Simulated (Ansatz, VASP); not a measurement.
## One calculation of Pt, two programs

```
Pt
1.0
     0.00000    1.98506    1.93543
     1.98506    0.00000    1.93543
     1.98506    1.98506    0.00000
Pt
1
Direct
  0.00000 0.00000 0.00000
```

Change from the starting cell: strain +0.000 along x and y, -0.025 along z, atoms carried along.

Alike in both runs: task single point; functional PBE; k mesh 26 × 26 × 26; occupations gaussian, width 0.15 eV; no spin polarisation.

|  | VASP | Ansatz |
| --- | --- | --- |
| version | VASP 6.6.1 | Ansatz 0.2.0 |
| potentials or method | VASP PAW PBE potentials, release 64 (Pt), cutoff 520 eV | scalar-relativistic, plane waves, PAW |
| valence electrons in the cell | 10 | 18 |

```csv
,VASP,Ansatz,Ansatz less VASP
gap on the k mesh at the Fermi level (eV),none,none,-
pressure (GPa),6.3,6.9,+0.55
"traceless stress, the component that is largest in VASP (GPa)",1.51,1.52,+0.011
```

A gap of «none» marks a metal or a gap that the smearing closes. VASP's potentials hold 10 valence electrons a cell and Ansatz's 18, so a difference there can come from the potentials and not from the codes.

Spin-orbit coupling is off throughout.
